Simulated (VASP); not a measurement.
Here is a VASP 6.6.1 calculation.

File INCAR:

```
SYSTEM = Si
ALGO = Normal
EDIFF = 1E-7
EDIFFG = -0.03
ENCUT = 520
GGA = PE
IBRION = 2
ISIF = 2
ISMEAR = 0
LASPH = .True.
LCHARG = .False.
LREAL = Auto
LWAVE = .False.
NELM = 60
NSW = 80
PREC = Accurate
SIGMA = 0.05
```

File KPOINTS:

```
k-points
0
Gamma
  2 2 2
  0 0 0
```

File POSCAR:

```
Si
1.0
    0.0000000000      5.4300000000      5.4300000000
    5.4300000000      0.0000000000      5.4300000000
    5.4300000000      5.4300000000      0.0000000000
Si
17
Direct
    0.0000000000      0.0000000000      0.0000000000
    0.1250000000      0.1250000000      0.1250000000
    0.0000000000      0.0000000000      0.5000000000
    0.1250000000      0.1250000000      0.6250000000
    0.0000000000      0.5000000000      0.0000000000
    0.1250000000      0.6250000000      0.1250000000
    0.0000000000      0.5000000000      0.5000000000
    0.1250000000      0.6250000000      0.6250000000
    0.5000000000      0.0000000000      0.0000000000
    0.6250000000      0.1250000000      0.1250000000
    0.5000000000      0.0000000000      0.5000000000
    0.6250000000      0.1250000000      0.6250000000
    0.5000000000      0.5000000000      0.0000000000
    0.6250000000      0.6250000000      0.1250000000
    0.5000000000      0.5000000000      0.5000000000
    0.6250000000      0.6250000000      0.6250000000
    0.8655299000      0.3749693000      0.8781569000
```

Potentials or basis: VASP PAW PBE potentials, release 64 (Si).

Launch:

```bash
$ cat potpaw_PBE.64/Si/POTCAR > POTCAR
$ mpirun -np 1 vasp_std > vasp.out
```

Predict the band gap on the k mesh.

zero (bands 34 and 35 overlap by 0.26 eV).

What does it give for the energy gained by relaxing?

8.2 meV/atom.

The path:
```csv
step,energy change (eV),largest force (eV/Å),pressure (GPa)
1,0.0000,1.2965,5.84
2,-0.1332,0.1909,5.36
3,-0.1334,0.2452,5.34
4,-0.1376,0.0865,5.34
5,-0.1376,0.0903,5.34
6,-0.1385,0.0485,5.34
7,-0.1387,0.0253,5.35
```

Caveat: the k points lie up to 0.50 Å⁻¹ apart.
